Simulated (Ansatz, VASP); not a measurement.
**HfC in VASP and in Ansatz**

```
Hf C
1.0
     3.27463    0.00000    0.00000
    -1.63731    2.83591    0.00000
     0.00000    0.00000    5.09651
Hf C
2 2
Direct
  0.33333 0.66667 0.25000
  0.66667 0.33333 0.75000
  0.00000 0.00000 0.50000
  0.00000 0.00000 0.00000
```

Change from the starting cell: volume scaled by 0.94.

Alike in both runs: task single point; functional PBEsol; k mesh 9 × 9 × 5; occupations fermi-dirac, width 0.05 eV; no spin polarisation.

|  | VASP | Ansatz |
| --- | --- | --- |
| version | VASP 6.6.1 | Ansatz 0.2.0 |
| potentials or method | VASP PAW PBE potentials, release 64 (Hf_pv, C), cutoff 600 eV | all-electron LAPW, scalar-relativistic |

VASP gave:

| Property | Result |
| --- | --- |
| gap on the k mesh at the Fermi level (eV) | none |
| pressure (GPa) | 7.5 |
| traceless stress, the component that is largest in VASP (GPa) | 1.49 |

Question: Which values does Ansatz return?

Answer: gap on the k mesh at the Fermi level (eV): none; pressure (GPa): 7.9; traceless stress, the component that is largest in VASP (GPa): 1.45.

VASP's potentials were made for PBE, not for PBEsol. A gap of «none» marks a metal or a gap that the smearing closes. Ansatz ran all-electron here, and VASP with PAW potentials.

Spin-orbit coupling is off throughout.
